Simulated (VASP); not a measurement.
A run of VASP 6.6.1 is set up as follows.

The input INCAR:

```
SYSTEM = BAs
PREC = Accurate ; ENCUT = 600
EDIFF = 1E-6 ; ISMEAR = 0
SIGMA = 0.05 ; LREAL = .FALSE.
LASPH = .TRUE. ; NELM = 120
ALGO = Normal ; ISIF = 2
LWAVE = .FALSE. ; LCHARG = .FALSE.
GGA = PS ; NBANDS = 16
GGA_COMPAT = .FALSE.
```

The input KPOINTS:

```
regular mesh
0
G
  12 12 12
  0 0 0
```

File POSCAR:

```
BAs
1.0
    0.0000000000      2.3679416815      2.3679416815
    2.3679416815      0.0000000000      2.3679416815
    2.3679416815      2.3679416815      0.0000000000
B As
1 1
Direct
    0.0000000000      0.0000000000      0.0000000000
    0.7500000000      0.7500000000      0.7500000000
```

Potentials or basis: VASP PAW PBE potentials, release 64 (B, As_d).

Launch:

```sh
$ cat potpaw_PBE.64/B/POTCAR potpaw_PBE.64/As_d/POTCAR > POTCAR
$ mpirun -np 1 vasp_std > vasp.out
```

Problem. What does it give for the band gap on the k mesh?

Solution. 1.07 eV, indirect (least direct gap 3.28 eV).

Problem. Estimate the pressure.

Solution. 2.8 GPa.

Caveat: the PAW data sets were made with another functional, which shifts forces and pressure a little. A k mesh can miss the band edges.
